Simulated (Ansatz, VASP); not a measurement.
## ZnSe in VASP and in Ansatz

```
CELL_PARAMETERS angstrom
0.00000 2.65876 2.65876
2.65876 0.00000 2.65876
2.65876 2.65876 0.00000
ATOMIC_POSITIONS crystal
Zn 0.00000 0.00000 0.00000
Se 0.50000 0.50000 0.50000
```

Alike in both runs: task single point; functional PBE; k mesh 6 × 6 × 6; occupations fermi-dirac, width 0.02 eV; collinear spin.

|  | VASP | Ansatz |
| --- | --- | --- |
| version | VASP 6.6.1 | Ansatz 0.2.0 |
| potentials or method | VASP PAW PBE potentials, release 64 (Zn, Se) | plane waves |
| plane-wave cutoff (eV) | 520 | 420 |
| valence electrons in the cell | 18 | 28 |

|  | VASP | Ansatz | Ansatz less VASP |
| --- | --- | --- | --- |
| gap on the k mesh at the Fermi level (eV) | none | none | - |
| pressure (GPa) | 2.5 | 2.3 | -0.21 |
| net moment per atom (μB) | 0.00 | 0.00 | 0.000 |

A gap of «none» marks a metal or a gap that the smearing closes. VASP's potentials hold 18 valence electrons a cell and Ansatz's 28, so a difference there can come from the potentials and not from the codes. Ansatz's warnings: moment headroom below auto, seeded moment not kept.
